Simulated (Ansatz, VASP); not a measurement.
**One calculation of Mg, two programs**

The input POSCAR:

```
Mg
1.0
    0.0000000000      2.2737890710      2.2737890710
    2.2737890710      0.0000000000      2.2737890710
    2.2737890710      2.2737890710      0.0000000000
Mg
1
Direct
    0.0000000000      0.0000000000      0.0000000000
```

File INCAR.step1:

```
SYSTEM = Mg
PREC = Accurate
ENCUT = 520
EDIFF = 1E-5
ISMEAR = 0
SIGMA = 0.01
LREAL = .False.
LASPH = .True.
NELM = 80
ALGO = Normal
ISIF = 2
LWAVE = .True.
LCHARG = .False.
GGA = PE
NBANDS = 7
```

The input INCAR.step2:

```
SYSTEM = Mg
PREC = Accurate
ENCUT = 520
EDIFF = 1E-6
ISMEAR = 0
SIGMA = 0.01
LREAL = .False.
LASPH = .True.
NELM = 80
ALGO = Normal
ISIF = 2
LWAVE = .False.
LCHARG = .False.
GGA = PE
LHFCALC = .True.
HFSCREEN = 0.2079
PRECFOCK = Normal
ISTART = 1
NBANDS = 7
```

File KPOINTS:

```
Automatic mesh
0
Gamma
  7 7 7
  0 0 0
```

Contents of input.yaml:

```yaml
crystal:
  lattice:
    - [0.0, 2.273789071, 2.273789071]
    - [2.273789071, 0.0, 2.273789071]
    - [2.273789071, 2.273789071, 0.0]
  atoms:
    - { symbol: Mg, position: [0.0, 0.0, 0.0] }
hamiltonian:
  xc: hse06
  pseudopotentials: { kind: nc, source: spms }
kpoints:
  mp_grid: { grid: [7, 7, 7] }
scf:
  occupations: { method: gaussian, width: 0.01 }
output:
  forces: true
  stress: true
  eigenvalues: true
  write_density: true
  write_potential: true
  elf: true
  volumetric_format: npy
```

Alike in both runs: task single point; functional HSE06; k mesh 7 × 7 × 7; occupations gaussian, width 0.01 eV; no spin polarisation.

|  | VASP | Ansatz |
| --- | --- | --- |
| version | VASP 6.6.1 | Ansatz 0.2.0 |
| potentials or method | VASP PAW PBE potentials, release 64 (Mg) | SPMS NC |
| plane-wave cutoff (eV) | 520 | 762 |
| valence electrons in the cell | 2 | 10 |

|  | VASP | Ansatz | Ansatz less VASP |
| --- | --- | --- | --- |
| pressure (GPa) | -0.9 | -0.5 | +0.37 |

With one functional, cell and mesh, what is left measures potentials, basis and numerics. VASP's potentials hold 2 valence electrons a cell and Ansatz's 10, so a difference there can come from the potentials and not from the codes.

Noted on Ansatz's run: odd divisions of the mesh miss points on the zone boundary, where band edges often lie, so the gap on the mesh can be too wide.
